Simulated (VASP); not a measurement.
# Si2B3 (P4/mbm) in VASP: single point with r2SCAN

Aim: the single point of Si2B3 with r2SCAN.

Everything below comes from runs of VASP 6.6.1. Logs are shortened: lines on timing, memory, paths and dates and some standing lists are left out, and cuts for length are marked.

## 1. The cell of the first run

It takes space group P4/mbm (No. 127, tetragonal). The conventional cell has a = 5.783 Å, b = 5.783 Å, c = 3.053 Å, α = 90.00°, β = 90.00°, γ = 90.00°. B (site symmetry 4/m) has 4 Si at 2.31 Å and 10 B at 2.62 to 3.05 Å within 3.1 Å. B (site symmetry m2m) has 6 Si at 2.27 to 2.31 Å and 11 B at 2.62 to 3.05 Å within 3.1 Å. Si (site symmetry m2m) has 1 Si at 1.92 Å and 8 B at 2.27 to 2.31 Å within 2.5 Å.

## 2. Single point, r2SCAN

The input, POSCAR:

```
Si2B3
1.0
    5.7826200000      0.0000000000      0.0000000000
    0.0000000000      5.7826200000      0.0000000000
    0.0000000000      0.0000000000      3.0532230000
B Si
6 4
Direct
    0.0000000000      0.0000000000      0.0000000000
    0.5000000000      0.5000000000      0.0000000000
    0.1768000000      0.6768000000      0.5000000000
    0.3232000000      0.1768000000      0.5000000000
    0.8232000000      0.3232000000      0.5000000000
    0.6768000000      0.8232000000      0.5000000000
    0.3827000000      0.8827000000      0.0000000000
    0.1173000000      0.3827000000      0.0000000000
    0.6173000000      0.1173000000      0.0000000000
    0.8827000000      0.6173000000      0.0000000000
```

The input, INCAR.step1:

```
SYSTEM = Si2B3
  PREC = Accurate
  ENCUT = 520
  ISMEAR = 0
  SIGMA = 0.0151
  LREAL = .FALSE.
  LASPH = .TRUE.
  NELM = 80
  NBANDS = 28
  GGA = PE
  ALGO = Normal
  EDIFF = 1E-4
  LWAVE = .TRUE.
  LCHARG = .FALSE.
```

The input, INCAR.step2:

```
SYSTEM = Si2B3
  PREC = Accurate
  ENCUT = 520
  EDIFF = 1E-6
  ISMEAR = 0
  SIGMA = 0.0151
  LREAL = .FALSE.
  LASPH = .TRUE.
  NELM = 80
  ALGO = Normal
  ISIF = 2
  LWAVE = .FALSE.
  LCHARG = .FALSE.
  METAGGA = R2SCAN
  LMIXTAU = .TRUE.
  NBANDS = 28
  ISTART = 1
```

The input, KPOINTS:

```
Automatic mesh
0
G
  5 5 8
  0 0 0
```

Potentials or basis: VASP PAW PBE potentials, release 64 (B, Si).

The run is started by

```
$ cat potpaw_PBE.64/B/POTCAR potpaw_PBE.64/Si/POTCAR > POTCAR
$ cp INCAR.step1 INCAR
$ mpirun -np 1 vasp_std > vasp.out
$ cp INCAR.step2 INCAR
$ mpirun -np 1 vasp_std > vasp.out
```

OUTCAR:

```text
SYSTEM = Si2B3
   PREC = Accurate
   ENCUT = 520
   EDIFF = 1E-6
   ISMEAR = 0
   LREAL = .FALSE.
   LASPH = .TRUE.
   NELM = 80
   ISIF = 2
   METAGGA = R2SCAN
   ISTART = 1

 ion  position               nearest neighbor table
   1  0.000  0.000  0.000-   7 2.31   8 2.31   9 2.31  10 2.31
   2  0.500  0.500  0.000-   7 2.31   8 2.31   9 2.31  10 2.31
   3  0.177  0.677  0.500-   7 2.27   7 2.27  10 2.31   8 2.31   8 2.31  10 2.31
   4  0.323  0.177  0.500-   8 2.27   8 2.27   9 2.31   7 2.31   7 2.31   9 2.31
   5  0.823  0.323  0.500-   9 2.27   9 2.27  10 2.31   8 2.31   8 2.31  10 2.31
   6  0.677  0.823  0.500-  10 2.27  10 2.27   7 2.31   7 2.31   9 2.31   9 2.31
   7  0.383  0.883  0.000-   9 1.92   3 2.27   3 2.27   4 2.31   6 2.31   4 2.31   6 2.31   2 2.31
                             1 2.31
   8  0.117  0.383  0.000-  10 1.92   4 2.27   4 2.27   3 2.31   3 2.31   5 2.31   5 2.31   2 2.31
                             1 2.31
   9  0.617  0.117  0.000-   7 1.92   5 2.27   5 2.27   4 2.31   4 2.31   6 2.31   6 2.31   2 2.31
                             1 2.31
  10  0.883  0.617  0.000-   8 1.92   6 2.27   6 2.27   5 2.31   3 2.31   5 2.31   3 2.31   2 2.31
                             1 2.31

  LATTYP: Found a simple tetragonal cell.
 ALAT       =     5.7826200000
 C/A-ratio  =     0.5279999377

  Lattice vectors:

 A1 = (   5.7826200000,   0.0000000000,   0.0000000000)
 A2 = (   0.0000000000,   5.7826200000,   0.0000000000)
 A3 = (   0.0000000000,   0.0000000000,   3.0532230000)

Analysis of symmetry for initial positions (statically):
=====================================================================
 Subroutine PRICEL returns:
 Original cell was already a primitive cell.

 Routine SETGRP: Setting up the symmetry group for a
 simple tetragonal supercell.

 Subroutine GETGRP returns: Found 16 space group operations
 (whereof  8 operations were pure point group operations)
 out of a pool of 16 trial point group operations.

The static configuration has the point symmetry C_4h.
 The point group associated with its full space group is D_4h.

Analysis of symmetry for dynamics (positions and initial velocities):
=====================================================================
 Subroutine PRICEL returns:
 Original cell was already a primitive cell.

 Routine SETGRP: Setting up the symmetry group for a
 simple tetragonal supercell.

[... 129 lines left out ...]
   POTIM  = 0.5000    time-step for ionic-motion
   TEBEG  =    0.0;   TEEND  =   0.0 temperature during run
   PSTRESS=    0.0 pullay stress
   NELECT =      34.0000    total number of electrons
   NUPDOWN=      -1.0000    fix difference up-down
   EMIN   =  10.00;   EMAX   =-10.00  energy-range for DOS
   EFERMI =   0.00;   METHOD = LEGACY
   ISMEAR =     0;   SIGMA  =   0.02  broadening in eV -4-tet -1-fermi 0-gaus
   EFERMI_NEDOS =   21; number of points for ismear=-14 and -15
   IALGO  =     38    algorithm
   IMIX   =      4    mixing-type and parameters
     AMIX     =   0.40;   BMIX     =  1.00
     AMIX_MAG =   1.60;   BMIX_MAG =  1.00
  volume/ion in A,a.u.               =      10.21        68.90
  Fermi-wavevector in a.u.,A,eV,Ry     =   1.134746  2.144358 17.519510  1.287648
  Thomas-Fermi vector in A             =   2.271450
   LORBIT       =      0    0 simple, 1 ext, 2 COOP (PROOUT), +10 PAW based schemes
   METAGGA = R2SCAN    functional components
   LHFCALC =     F    Hartree Fock is set to
   AEXX    =    0.0000 exact exchange contribution
   IVDW    =     0    specifies the selected vdW correction
   LEPSILON=     F    determine dielectric tensor
   LRPA    =     F    only Hartree local field effects (RPA)
 non-spin polarized calculation
 Gauss-broadening in eV      SIGMA  =   0.02
  energy-cutoff  :      520.00
  volume of cell :      102.10
 maximum number of plane-waves:      2768
 NGX is ok and might be reduce to    48
   NGX = 21   NGY = 21   NGZ = 11

 number of electron      34.0000001 magnetization

 Free energy of the ion-electron system (eV)
  ---------------------------------------------------
  ext. energy  EPLUGINS =         0.00000000
  ---------------------------------------------------
  free energy    TOTEN  =       -61.62410057 eV

  energy without entropy =      -61.62383110  energy(sigma->0) =      -61.62396583

 E-fermi :   8.5820     XC(G=0): -12.2671

 val. band max:        8.5793139315   @ k =   0.0000   0.0000   0.1250
 cond. band min:       8.5994472108   @ k =   0.4000   0.2000   0.3750
 fundamental gap:      0.0201332794
 Fermi energy:         8.5820263327

 k-point     1 :       0.0000    0.0000    0.0000
  band No.  band energies     occupation
      1      -7.6041      2.00000
      2      -4.9429      2.00000
      3      -2.9751      2.00000
      4      -2.9751      2.00000
      5      -1.4796      2.00000
      6       0.5672      2.00000
[... 733 lines left out ...]
     27      13.0295      0.00000
     28      13.2077      0.00000

 [... further k-points ...]

------------------------ aborting loop because EDIFF is reached ----------------------------------------

  FORCE on cell =-STRESS in cart. coord.  units (eV):
  Direction    XX          YY          ZZ          XY          YZ          ZX
  --------------------------------------------------------------------------------------
  -------------------------------------------------------------------------------------
  Total        5.8431327      5.8431327     -5.9075674      0.0000000      0.0000000      0.0000000
  in kB       91.6956011     91.6956011    -92.7067672      0.0000000      0.0000000      0.0000000
  external PRESSURE =      30.2281450 kB  Pullay stress =       0.0000000 kB

 VOLUME and BASIS-vectors are now :
 -----------------------------------------------------------------------------
  energy-cutoff  :      520.00
  volume of cell :      102.10
      direct lattice vectors                 reciprocal lattice vectors
     5.782620000  0.000000000  0.000000000     0.172931993  0.000000000  0.000000000
     0.000000000  5.782620000  0.000000000     0.000000000  0.172931993  0.000000000
     0.000000000  0.000000000  3.053223000     0.000000000  0.000000000  0.327522752

 POSITION                                       TOTAL-FORCE (eV/Angst)
 -----------------------------------------------------------------------------------
      0.00000      0.00000      0.00000        -0.000000      0.000000      0.000000
      2.89131      2.89131      0.00000        -0.000000      0.000000      0.000000
      1.02237      3.91368      1.52661         0.602660      0.602660     -0.000000
      1.86894      1.02237      1.52661        -0.602660      0.602660      0.000000
      4.76025      1.86894      1.52661        -0.602660     -0.602660      0.000000
      3.91368      4.76025      1.52661         0.602660     -0.602660     -0.000000
      2.21301      5.10432      0.00000        -6.525486     -6.525486      0.000000
      0.67830      2.21301      0.00000         6.525486     -6.525486     -0.000000
      3.56961      0.67830      0.00000         6.525486      6.525486      0.000000
      5.10432      3.56961      0.00000        -6.525486      6.525486      0.000000
 -----------------------------------------------------------------------------------
    total drift:                                0.000000      0.000000     -0.000000

  FREE ENERGIE OF THE ION-ELECTRON SYSTEM (eV)
  ---------------------------------------------------
  free  energy   TOTEN  =       -61.6241005654 eV

  energy  without entropy=      -61.6238310989  energy(sigma->0) =      -61.62396583
```

Run time: 10 min. Hardware: 1 thread of AMD EPYC 7R13, shared host; peak memory 0.23 GiB.

What came out:

- Free energy: -61.6241 eV
- Pressure: 3.0 GPa
- Largest force: 9.228 eV/Å
- Band gap on the k mesh: zero (bands 17 and 18 overlap by 4.18 eV)

Forces in eV/Å, atoms in the order of the input:
```
B    0.000  0.000  0.000
B    0.000  0.000  0.000
B    0.603  0.603  0.000
B   -0.603  0.603  0.000
B   -0.603 -0.603  0.000
B    0.603 -0.603  0.000
Si  -6.525 -6.525  0.000
Si   6.525 -6.525  0.000
Si   6.525  6.525  0.000
Si  -6.525  6.525  0.000
```

Stress tensor (GPa, compression positive):
```
 9.17  0.00  0.00
 0.00  9.17  0.00
 0.00  0.00 -9.27
```

Caveat: the stress differs along the axes, from -9 to 9 GPa; the PAW data sets were made with another functional, which shifts forces and pressure a little.

The gap in the log of VASP goes by the Fermi energy; the results here count the filled bands.